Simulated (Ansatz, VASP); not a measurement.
**Two plane-wave programs on Co**

```xyz
2
Lattice="2.4936 0.0000 0.0000 -1.2468 2.1595 0.0000 0.0000 0.0000 4.0347" Properties=species:S:1:pos:R:3 pbc="T T T"
Co    0.0000    1.4397    1.0087
Co    1.2468    0.7198    3.0260
```

Alike in both runs: functional PBE; k mesh 22 × 22 × 12; occupations fermi-dirac, width 0.08 eV; collinear spin.

Ansatz relaxed the structure, and its values are those at the end. VASP's run is a single point on that final structure, the one shown.

|  | VASP | Ansatz |
| --- | --- | --- |
| version | VASP 6.6.1 | Ansatz 0.2.0 |
| potentials or method | VASP PAW PBE potentials, release 64 (Co) | PAW with Ansatz's default frozen-core files, scalar-relativistic |
| plane-wave cutoff (eV) | 520 | 420 |
| valence electrons in the cell | 18 | 34 |

Ansatz gave:

```
pressure (GPa)                                                : 0.0
net moment per atom (μB)                                      : 1.61
size of the moment on the site where the two differ most (μB) : 1.69
```

What did VASP give for the same quantities?

Pressure (GPa): -0.7; net moment per atom (μB): 1.60; size of the moment on the site where the two differ most (μB): 1.62.

Site moments also hang on the region over which each program counts them. With one functional, cell and mesh, what is left measures potentials, basis and numerics. VASP's potentials hold 18 valence electrons a cell and Ansatz's 34, so a difference there can come from the potentials and not from the codes.
